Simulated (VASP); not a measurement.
The system is Sb.

```xyz
1
Lattice="-1.5949 1.5513 2.7277 1.5472 -1.5649 2.7079 1.6154 1.5855 -2.7356" Properties=species:S:1:pos:R:3 pbc="T T T"
Sb    0.0000    0.0000    0.0000
```

Base run:

| Item | Value |
| --- | --- |
| Program | VASP 6.6.1 |
| Functional | PBEsol |
| Potentials or basis | VASP PAW PBE potentials, release 64 (Sb) |
| Cutoff | 520 eV |
| k mesh | 13 × 13 × 16 |
| Occupations | methfessel-paxton, width 0.05 eV |
| Spin | no spin polarisation |

Its results: pressure -1.0 GPa.

Question: The run is repeated on the same cell with these changes: k mesh from 13 × 13 × 16 to 6 × 6 × 7; occupations from methfessel-paxton, width 0.05 eV to fermi-dirac, width 0.05 eV. What comes out?

Answer: Pressure -1.4 GPa.

Caveats: some runs use coarse meshes; the PAW data sets were made with another functional, which shifts forces and pressure a little.
